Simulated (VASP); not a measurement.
# Cs (Fm-3m) in VASP: further runs

The runs below take Cs through single point, relaxation of cell and atoms, with PBE.

Program: VASP 6.6.1. These are calculated values, not measurements. Logs are shortened: lines on timing, memory, paths and dates and some standing lists are left out, and cuts for length are marked.

## Step 1: The cell of the first run

The structure is cubic, space group Fm-3m (No. 225). Conventional cell: a = 14.704 Å, b = 14.704 Å, c = 14.704 Å, α = 90.00°, β = 90.00°, γ = 90.00°.

## Step 2: Single point, PBE

Input file INCAR:

```
ALGO     = Normal         # electronic algorithm
EDIFF    = 1E-7           # SCF threshold, eV
ENCUT    = 520            # plane-wave cutoff, eV
GGA      = PE             # functional
ISIF     = 2              # what is computed and relaxed
ISMEAR   = 0              # smearing method
LASPH    = True           # aspherical terms in the spheres
LCHARG   = True           # write CHGCAR
LELF     = True           # ELF
LREAL    = False          # projectors in reciprocal space
LVHAR    = True         
LWAVE    = False          # write WAVECAR
NBANDS   = 36             # bands
NELM     = 100            # most SCF steps
PREC     = Accurate       # precision mode
SIGMA    = 0.1            # smearing width, eV
```

Input file KPOINTS:

```
k-points
0
Gamma
  2 2 2
```

Input file POSCAR:

```
Cs
1.0
    0.0000000000      7.3521317200      7.3521317200
    7.3521317200      0.0000000000      7.3521317200
    7.3521317200      7.3521317200      0.0000000000
Cs
6
Direct
    0.7259766900      0.2740233100      0.2740233100
    0.2740233100      0.7259766900      0.7259766900
    0.2740233100      0.7259766900      0.2740233100
    0.7259766900      0.2740233100      0.7259766900
    0.2740233100      0.2740233100      0.7259766900
    0.7259766900      0.7259766900      0.2740233100
```

Potentials or basis: VASP PAW PBE potentials, release 64 (Cs_sv).

Command:

```sh
$ cat potpaw_PBE.64/Cs_sv/POTCAR > POTCAR
$ mpirun -np 1 vasp_std > vasp.out
```

OUTCAR:

```text
EDIFF = 1E-7
   ENCUT = 520
   GGA = PE
   ISIF = 2
   ISMEAR = 0
   LASPH = True
   LREAL = False
   NELM = 100
   PREC = Accurate

 ion  position               nearest neighbor table
   1  0.726  0.274  0.274-
   2  0.274  0.726  0.726-
   3  0.274  0.726  0.274-
   4  0.726  0.274  0.726-
   5  0.274  0.274  0.726-
   6  0.726  0.726  0.274-

  LATTYP: Found a face centered cubic cell.
 ALAT       =    14.7042634400

  Lattice vectors:

 A1 = (   0.0000000000,   7.3521317200,   7.3521317200)
 A2 = (   7.3521317200,   0.0000000000,   7.3521317200)
 A3 = (   7.3521317200,   7.3521317200,   0.0000000000)

Analysis of symmetry for initial positions (statically):
=====================================================================
 Subroutine PRICEL returns:
 Original cell was already a primitive cell.

 Routine SETGRP: Setting up the symmetry group for a
 face centered cubic supercell.

 Subroutine GETGRP returns: Found 48 space group operations
 (whereof 48 operations were pure point group operations)
 out of a pool of 48 trial point group operations.

The static configuration has the point symmetry O_h .

Analysis of symmetry for dynamics (positions and initial velocities):
=====================================================================
 Subroutine PRICEL returns:
 Original cell was already a primitive cell.

 Routine SETGRP: Setting up the symmetry group for a
 face centered cubic supercell.

 Subroutine GETGRP returns: Found 48 space group operations
 (whereof 48 operations were pure point group operations)
 out of a pool of 48 trial point group operations.

The dynamic configuration has the point symmetry O_h .

 Subroutine INISYM returns: Found 48 space group operations
 (whereof 48 operations are pure point group operations),
 and found     1 'primitive' translations

----------------------------------------------------------------------------------------

                                     Primitive cell

  volume of cell :     794.8219

  direct lattice vectors                    reciprocal lattice vectors
     0.000000000  7.352131720  7.352131720    -0.068007487  0.068007487  0.068007487
     7.352131720  0.000000000  7.352131720     0.068007487 -0.068007487  0.068007487
     7.352131720  7.352131720  0.000000000     0.068007487  0.068007487 -0.068007487

  length of vectors
    10.397484391 10.397484391 10.397484391     0.117792422  0.117792422  0.117792422

  position of ions in fractional coordinates (direct lattice)
     0.725976690  0.274023310  0.274023310
     0.274023310  0.725976690  0.725976690
     0.274023310  0.725976690  0.274023310
     0.725976690  0.274023310  0.725976690
     0.274023310  0.274023310  0.725976690
     0.725976690  0.725976690  0.274023310

  ion indices of the primitive-cell ions
   primitive index   ion index
                 1           1
                 2           2
                 3           3
                 4           4
                 5           5
                 6           6

----------------------------------------------------------------------------------------

 KPOINTS: k-points

Automatic generation of k-mesh.
 Grid dimensions read from file:
 generate k-points for:    2    2    2

 Generating k-lattice:

  Cartesian coordinates                     Fractional coordinates (reciprocal lattice)
    -0.034003743  0.034003743  0.034003743     0.500000000  0.000000000  0.000000000
     0.034003743 -0.034003743  0.034003743     0.000000000  0.500000000  0.000000000
     0.034003743  0.034003743 -0.034003743     0.000000000  0.000000000  0.500000000

  Length of vectors
     0.058896211  0.058896211  0.058896211

  Shift w.r.t. Gamma in fractional coordinates (k-lattice)
     0.000000000  0.000000000  0.000000000

 Subroutine IBZKPT returns following result:
 ===========================================

 Found      3 irreducible k-points:

 Following reciprocal coordinates:
            Coordinates               Weight
  0.000000  0.000000  0.000000      1.000000
  0.500000  0.000000  0.000000      4.000000
  0.500000  0.500000  0.000000      3.000000
   k-points           NKPTS =      3   k-points in BZ     NKDIM =      3   number of bands    NBANDS=     36
   number of dos      NEDOS =    301   number of ions     NIONS =      6
   total plane-waves  NPLWV = 512000
   dimension x,y,z NGX =    80 NGY =   80 NGZ =   80
   dimension x,y,z NGXF=   160 NGYF=  160 NGZF=  160
   ions per type =               6
   NGX,Y,Z   is equivalent  to a cutoff of  12.79, 12.79, 12.79 a.u.
   NGXF,Y,Z  is equivalent  to a cutoff of  25.58, 25.58, 25.58 a.u.
 SYSTEM =  unknown system
   PREC   = accura    normal or accurate (medium, high low for compatibility)
   ISTART =      0    job   : 0-new  1-cont  2-samecut
   ICHARG =      2    charge: 1-file 2-atom 10-const
   ISPIN  =      1    spin polarized calculation?
   LNONCOLLINEAR =      F non collinear calculations
   LSORBIT =      F    spin-orbit coupling
   LASPH  =      T    aspherical Exc in radial PAW
   ENCUT  =  520.0 eV  38.22 Ry    6.18 a.u.  19.33 19.33 19.33*2*pi/ulx,y,z
   NELM   =    100;   NELMIN=  2; NELMDL= -5     # of ELM steps
   EDIFF  = 0.1E-06   stopping-criterion for ELM
   LREAL  =      F    real-space projection
   EDIFFG = 0.1E-05   stopping-criterion for IOM
   NSW    =      0    number of steps for IOM
   IBRION =     -1    ionic relax: 0-MD 1-quasi-New 2-CG
   NFREE  =      0    steps in history (QN), initial steepest desc. (CG)
   ISIF   =      2    stress and relaxation
   ISYM   =      2    0-nonsym 1-usesym 2-fastsym
   POTIM  = 0.5000    time-step for ionic-motion
   TEBEG  =    0.0;   TEEND  =   0.0 temperature during run
   PSTRESS=    0.0 pullay stress
   NELECT =      54.0000    total number of electrons
   NUPDOWN=      -1.0000    fix difference up-down
   EMIN   =  10.00;   EMAX   =-10.00  energy-range for DOS
   EFERMI =   0.00;   METHOD = LEGACY
   ISMEAR =     0;   SIGMA  =   0.10  broadening in eV -4-tet -1-fermi 0-gaus
   EFERMI_NEDOS =   21; number of points for ismear=-14 and -15
   IALGO  =     38    algorithm
   IMIX   =      4    mixing-type and parameters
     AMIX     =   0.40;   BMIX     =  1.00
     AMIX_MAG =   1.60;   BMIX_MAG =  1.00
  volume/ion in A,a.u.               =     132.47       893.95
  Fermi-wavevector in a.u.,A,eV,Ry     =   0.668010  1.262355  6.071423  0.446237
  Thomas-Fermi vector in A             =   1.742791
   LORBIT       =      0    0 simple, 1 ext, 2 COOP (PROOUT), +10 PAW based schemes
   GGA     = PE    functional components
   LHFCALC =     F    Hartree Fock is set to
   AEXX    =    0.0000 exact exchange contribution
   IVDW    =     0    specifies the selected vdW correction
   LEPSILON=     F    determine dielectric tensor
   LRPA    =     F    only Hartree local field effects (RPA)
 non-spin polarized calculation
 Gauss-broadening in eV      SIGMA  =   0.10
  energy-cutoff  :      520.00
  volume of cell :      794.82
 maximum number of plane-waves:     21547
 NGX is ok and might be reduce to    80
   NGX = 39   NGY = 39   NGZ = 39

 number of electron      53.9999996 magnetization

 Free energy of the ion-electron system (eV)
  ---------------------------------------------------
  ext. energy  EPLUGINS =         0.00000000
  ---------------------------------------------------
  free energy    TOTEN  =        -4.03357279 eV

  energy without entropy =       -4.00129444  energy(sigma->0) =       -4.01743362

 E-fermi :   0.2525     XC(G=0):  -4.9814

 val. band max:        0.1668904876   @ k =   0.5000   0.5000   0.0000
 cond. band min:       0.3031266665   @ k =   0.0000   0.0000   0.0000
 fundamental gap:      0.1362361790
 Fermi energy:         0.2524711472

 k-point     1 :       0.0000    0.0000    0.0000
  band No.  band energies     occupation
      1     -23.8971      2.00000
      2     -23.8808      2.00000
      3     -23.8808      2.00000
      4     -23.8808      2.00000
      5     -23.8727      2.00000
      6     -23.8727      2.00000
      7     -10.8663      2.00000
      8     -10.8057      2.00000
      9     -10.8057      2.00000
     10     -10.8057      2.00000
     11     -10.7968      2.00000
     12     -10.7968      2.00000
     13     -10.7968      2.00000
     14     -10.6856      2.00000
     15     -10.6856      2.00000
     16     -10.6856      2.00000
     17     -10.6143      2.00000
     18     -10.6143      2.00000
     19     -10.6143      2.00000
     20     -10.5909      2.00000
     21     -10.5909      2.00000
     22     -10.5909      2.00000
     23     -10.5835      2.00000
     24     -10.5835      2.00000
     25      -1.3972      2.00000
     26       0.3031      0.47376
     27       0.3465      0.18366
     28       0.3465      0.18366
     29       0.3465      0.18366
     30       0.5014      0.00043
     31       0.8485      0.00000
     32       0.8485      0.00000
     33       1.1309      0.00000
     34       1.2357      0.00000
     35       1.2358      0.00000
     36       1.2358      0.00000

 k-point     2 :       0.5000    0.0000    0.0000
  band No.  band energies     occupation
      1     -23.8960      2.00000
      2     -23.8818      2.00000
      3     -23.8803      2.00000
      4     -23.8803      2.00000
      5     -23.8732      2.00000
      6     -23.8732      2.00000
      7     -10.8469      2.00000
      8     -10.8081      2.00000
      9     -10.7854      2.00000
     10     -10.7854      2.00000
     11     -10.7838      2.00000
     12     -10.7838      2.00000
     13     -10.7837      2.00000
     14     -10.6943      2.00000
     15     -10.6943      2.00000
     16     -10.6768      2.00000
     17     -10.6307      2.00000
     18     -10.6307      2.00000
     19     -10.6247      2.00000
     20     -10.6234      2.00000
     21     -10.5940      2.00000
     22     -10.5940      2.00000
     23     -10.5912      2.00000
     24     -10.5912      2.00000
     25      -0.8437      2.00000
     26      -0.6394      2.00000
     27       0.4512      0.00496
     28       0.5961      0.00000
     29       0.5961      0.00000
     30       0.6636      0.00000
     31       0.6836      0.00000
     32       0.6836      0.00000
     33       1.1425      0.00000
     34       1.2193      0.00000
     35       1.4458      0.00000
     36       1.4571      0.00000

 k-point     3 :       0.5000    0.5000    0.0000
  band No.  band energies     occupation
      1     -23.8957      2.00000
      2     -23.8808      2.00000
      3     -23.8808      2.00000
      4     -23.8808      2.00000
      5     -23.8740      2.00000
      6     -23.8727      2.00000
      7     -10.8375      2.00000
      8     -10.7971      2.00000
      9     -10.7916      2.00000
     10     -10.7916      2.00000
     11     -10.7818      2.00000
     12     -10.7720      2.00000
     13     -10.7720      2.00000
     14     -10.6917      2.00000
     15     -10.6917      2.00000
     16     -10.6877      2.00000
     17     -10.6366      2.00000
     18     -10.6366      2.00000
     19     -10.6194      2.00000
     20     -10.6161      2.00000
     21     -10.6144      2.00000
     22     -10.6020      2.00000
     23     -10.6020      2.00000
     24     -10.5837      2.00000
     25      -0.7294      2.00000
     26      -0.2937      2.00000
     27       0.1201      1.93884
     28       0.1201      1.93884
     29       0.1669      1.77383
     30       0.5195      0.00016
     31       0.8144      0.00000
     32       1.4610      0.00000
     33       1.4626      0.00000
     34       1.4817      0.00000
     35       1.4907      0.00000
     36       1.5698      0.00000

------------------------ aborting loop because EDIFF is reached ----------------------------------------

  FORCE on cell =-STRESS in cart. coord.  units (eV):
  Direction    XX          YY          ZZ          XY          YZ          ZX
  --------------------------------------------------------------------------------------
  -------------------------------------------------------------------------------------
  Total        1.4257903      1.4257903      1.4257903      0.0000000     -0.0000000      0.0000000
  in kB        2.8740638      2.8740638      2.8740638      0.0000000     -0.0000000      0.0000000
  external PRESSURE =       2.8740638 kB  Pullay stress =       0.0000000 kB

 VOLUME and BASIS-vectors are now :
 -----------------------------------------------------------------------------
  energy-cutoff  :      520.00
  volume of cell :      794.82
      direct lattice vectors                 reciprocal lattice vectors
     0.000000000  7.352131720  7.352131720    -0.068007487  0.068007487  0.068007487
     7.352131720  0.000000000  7.352131720     0.068007487 -0.068007487  0.068007487
     7.352131720  7.352131720  0.000000000     0.068007487  0.068007487 -0.068007487

 POSITION                                       TOTAL-FORCE (eV/Angst)
 -----------------------------------------------------------------------------------
      4.02931      7.35213      7.35213        -0.417624      0.000000      0.000000
     10.67495      7.35213      7.35213         0.417624      0.000000      0.000000
      7.35213      4.02931      7.35213         0.000000     -0.417624      0.000000
      7.35213     10.67495      7.35213         0.000000      0.417624      0.000000
      7.35213      7.35213      4.02931         0.000000      0.000000     -0.417624
      7.35213      7.35213     10.67495         0.000000      0.000000      0.417624
 -----------------------------------------------------------------------------------
    total drift:                               -0.000000     -0.000000     -0.000000

  FREE ENERGIE OF THE ION-ELECTRON SYSTEM (eV)
  ---------------------------------------------------
  free  energy   TOTEN  =        -4.0335727921 eV

  energy  without entropy=       -4.0012944423  energy(sigma->0) =       -4.01743362
```

It took 1.9 min on 1 thread of Intel Xeon 6975P-C (Granite Rapids), shared host; peak memory 0.92 GiB.

What came out:

- Free energy: -4.0336 eV
- Pressure: 0.3 GPa
- Largest force: 0.418 eV/Å
- Band gap on the k mesh: zero (band 27 reaches 0.45 eV, above the bottom of band 28 at 0.12 eV)

Forces on the atoms (eV/Å):
```
Cs  -0.418  0.000  0.000
Cs   0.418  0.000  0.000
Cs   0.000 -0.418  0.000
Cs   0.000  0.418  0.000
Cs   0.000  0.000 -0.418
Cs   0.000  0.000  0.418
```

Caveat: the k points lie up to 0.37 Å⁻¹ apart; spin-orbit coupling is left out, which moves the levels of the heavy elements.

## Step 3: Relaxation of cell and atoms, PBE

Input file INCAR:

```
SYSTEM = Cs
ALGO = Normal
EDIFF = 1E-6
EDIFFG = -0.04
ENCUT = 600
GGA = PE
IBRION = 2
ISIF = 3
ISMEAR = 0
LASPH = .TRUE.
LCHARG = .FALSE.
LREAL = .FALSE.
LWAVE = .FALSE.
NELM = 60
NSW = 90
PREC = Accurate
SIGMA = 0.1
```

Input file KPOINTS:

```
k-points
0
G
  2 2 2
  0 0 0
```

POSCAR is that of step 2.

Potentials or basis: VASP PAW PBE potentials, release 64 (Cs_sv).

Command:

```sh
$ cat potpaw_PBE.64/Cs_sv/POTCAR > POTCAR
$ mpirun -np 1 vasp_std > vasp.out
```

OUTCAR:

```text
SYSTEM = Cs
   EDIFF = 1E-6
   EDIFFG = -0.04
   ENCUT = 600
   GGA = PE
   IBRION = 2
   ISIF = 3
   ISMEAR = 0
   LASPH = .TRUE.
   LREAL = .FALSE.
   NELM = 60
   NSW = 90
   PREC = Accurate

 ion  position               nearest neighbor table
   1  0.726  0.274  0.274-
   2  0.274  0.726  0.726-
   3  0.274  0.726  0.274-
   4  0.726  0.274  0.726-
   5  0.274  0.274  0.726-
   6  0.726  0.726  0.274-

  LATTYP: Found a face centered cubic cell.
 ALAT       =    14.7042634400

  Lattice vectors:

 A1 = (   0.0000000000,   7.3521317200,   7.3521317200)
 A2 = (   7.3521317200,   0.0000000000,   7.3521317200)
 A3 = (   7.3521317200,   7.3521317200,   0.0000000000)

Analysis of symmetry for initial positions (statically):
=====================================================================
[... 292 lines left out ...]
      6     -24.1737      2.00000
[... 94 lines left out ...]
     31       0.6730      0.00000
     32       1.1983      0.00000

[... ionic steps 4 to 9 ...]

--------------------------------------- Ionic step       10  -------------------------------------------

 number of electron      54.0000000 magnetization

------------------------ aborting loop because EDIFF is reached ----------------------------------------
[... 75 lines left out ...]
--------------------------------------- Ionic step       12  -------------------------------------------

 number of electron      54.0000002 magnetization

 Free energy of the ion-electron system (eV)
  ---------------------------------------------------
  ext. energy  EPLUGINS =         0.00000000
  ---------------------------------------------------
  free energy    TOTEN  =        -4.49108383 eV

  energy without entropy =       -4.47529978  energy(sigma->0) =       -4.48319180

 E-fermi :   0.0830     XC(G=0):  -4.8326

 val. band max:       -0.0558738601   @ k =   0.5000   0.5000   0.0000
 cond. band min:       0.1877607613   @ k =   0.0000   0.0000   0.0000
 fundamental gap:      0.2436346214
 Fermi energy:         0.0830297070

 k-point     1 :       0.0000    0.0000    0.0000
  band No.  band energies     occupation
      1     -24.0179      2.00000
      2     -24.0122      2.00000
      3     -24.0122      2.00000
      4     -24.0122      2.00000
      5     -24.0094      2.00000
      6     -24.0094      2.00000
[... 127 lines left out ...]
  FREE ENERGIE OF THE ION-ELECTRON SYSTEM (eV)
  ---------------------------------------------------
  free  energy   TOTEN  =        -4.4910838297 eV

  energy  without entropy=       -4.4752997786  energy(sigma->0) =       -4.48319180

 reached required accuracy - stopping structural energy minimisation
```

It took 21 min on 1 thread of Intel Xeon 6975P-C (Granite Rapids), shared host; peak memory 1.2 GiB.

Results:

```yaml
Free_energy: -4.4911 eV
Relaxed_volume: 142.28 Å³/atom
Relaxed_cell: a = 10.648 Å, b = 10.648 Å, c = 10.648 Å, α = 60.00°, β = 60.00°, γ = 60.00°
Space_group_after_relaxing_to_0.05_Å: Pm-3m (No. 221)
Energy_gained_by_relaxing: 76.3 meV/atom
Ionic_steps: 12
Pressure_after_relaxing: 0.0 GPa
Largest_force_after_relaxing: 0.009 eV/Å
Band_gap_on_the_k_mesh: zero (band 27 reaches 0.46 eV, above the bottom of band 28 at -0.06 eV)
```

Forces in eV/Å, atoms in the order of the input:
```
Cs  -0.009  0.000  0.000
Cs   0.009  0.000  0.000
Cs   0.000 -0.009  0.000
Cs   0.000  0.009  0.000
Cs   0.000  0.000 -0.009
Cs   0.000  0.000  0.009
```

Step by step:
```tsv
step	energy change (eV)	largest force (eV/Å)	pressure (GPa)	volume (Å³)
1	0.0000	0.4176	0.29	794.82
2	-0.0911	0.3651	0.21	822.71
3	-0.2555	0.2311	0.00	910.29
4	-0.2141	0.0720	-0.21	1103.64
5	-0.2902	0.1476	-0.11	986.84
6	-0.2910	0.1587	-0.10	973.97
7	-0.3204	0.1501	-0.09	957.72
8	-0.3938	0.1193	-0.05	910.05
9	-0.4453	0.0214	0.09	819.51
10	-0.4477	0.0453	0.05	836.35
11	-0.4477	0.0405	0.06	832.94
12	-0.4575	0.0095	0.02	853.71
```

Final structure:
```xyz
6
Lattice="0.0000 7.5294 7.5294 7.5294 0.0000 7.5294 7.5294 7.5294 0.0000" Properties=species:S:1:pos:R:3 pbc="T T T"
Cs    3.7752    7.5294    7.5294
Cs   11.2836    7.5294    7.5294
Cs    7.5294    3.7752    7.5294
Cs    7.5294   11.2836    7.5294
Cs    7.5294    7.5294    3.7752
Cs    7.5294    7.5294   11.2836
```

Levels at points of the mesh, in eV from the Fermi level:
| k point | band 23 | band 24 | band 25 | band 26 | band 27 | band 28 | band 29 | band 30 |
| --- | --- | --- | --- | --- | --- | --- | --- | --- |
| (0.00, 0.00, 0.00) | -10.83 | -10.83 | -1.57 | 0.10 | 0.10 | 0.10 | 0.25 | 0.38 |
| (0.50, 0.00, 0.00) | -10.84 | -10.84 | -0.97 | -0.96 | 0.37 | 0.38 | 0.38 | 0.38 |
| (0.50, 0.50, 0.00) | -10.85 | -10.83 | -0.93 | -0.53 | -0.15 | -0.14 | -0.14 | 0.29 |

Caveat: the k points lie up to 0.36 Å⁻¹ apart in the final cell; spin-orbit coupling is left out, which moves the levels of the heavy elements.
